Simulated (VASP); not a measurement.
Set up this calculation in VASP 6.6.1, as the native input.

- Task: single point
- Functional: r2SCAN
- Potentials or basis: VASP PAW PBE potentials, release 64 (Mn_pv, Hg)
- Cutoff: 520 eV
- k mesh: 4 × 8 × 8
- Occupations: fermi-dirac, width 0.05 eV
- Spin: no spin polarisation
- Dipole correction: no
- Further INCAR settings: ALGO = Normal; EDIFF = 1e-06; NBANDS = 33

MnHg:

```
CELL_PARAMETERS angstrom
6.57600 0.00000 0.00000
0.00000 3.28800 0.00000
0.00000 0.00000 3.31300
ATOMIC_POSITIONS crystal
Mn 0.25000 0.50000 0.50000
Mn 0.75000 0.50000 0.50000
Hg 0.00000 0.00000 0.00000
Hg 0.50000 0.00000 0.00000
```

These files were run (other wordings do the same):

POSCAR

```
MnHg
1.0
    6.5760000000      0.0000000000      0.0000000000
    0.0000000000      3.2880000000      0.0000000000
    0.0000000000      0.0000000000      3.3130000000
Mn Hg
2 2
Direct
    0.2500000000      0.5000000000      0.5000000000
    0.7500000000      0.5000000000      0.5000000000
    0.0000000000      0.0000000000      0.0000000000
    0.5000000000      0.0000000000      0.0000000000
```

INCAR.step1

```
SYSTEM = MnHg
ALGO = Normal
EDIFF = 1E-4
ENCUT = 520
GGA = PE
ISMEAR = -1
LASPH = .True.
LCHARG = .False.
LREAL = .False.
LWAVE = .True.
NBANDS = 33
NELM = 100
PREC = Accurate
SIGMA = 0.05
```

INCAR.step2

```
SYSTEM = MnHg
ALGO = Normal
EDIFF = 1E-6
ENCUT = 520
ISIF = 2
ISMEAR = -1
ISTART = 1
LASPH = .True.
LCHARG = .True.
LELF = .True.
LMIXTAU = .True.
LREAL = .False.
LVHAR = .True.
LWAVE = .False.
METAGGA = R2SCAN
NBANDS = 33
NELM = 100
PREC = Accurate
SIGMA = 0.05
```

KPOINTS

```
k-points
0
Gamma
  4 8 8
  0 0 0
```

Potentials or basis: VASP PAW PBE potentials, release 64 (Mn_pv, Hg).

The run is started by

```bash
$ cat potpaw_PBE.64/Mn_pv/POTCAR potpaw_PBE.64/Hg/POTCAR > POTCAR
$ cp INCAR.step1 INCAR
$ mpirun -np 1 vasp_std > vasp.out
$ cp INCAR.step2 INCAR
$ mpirun -np 1 vasp_std > vasp.out
```

Results of the run:

```
Pressure               : -17.1 GPa
Band gap on the k mesh : zero (bands 25 and 26 overlap by 0.67 eV)
```

Caveat: the cell stands under tension; the PAW data sets were made with another functional, which shifts forces and pressure a little; spin-orbit coupling is left out, which moves the levels of the heavy elements; the run has no spin polarisation, though such a crystal can be magnetic.

It took 4 min on 1 thread of Intel(R) Xeon(R) 6975P-C (Granite Rapids), on a shared host, peak memory 0.29 GiB.
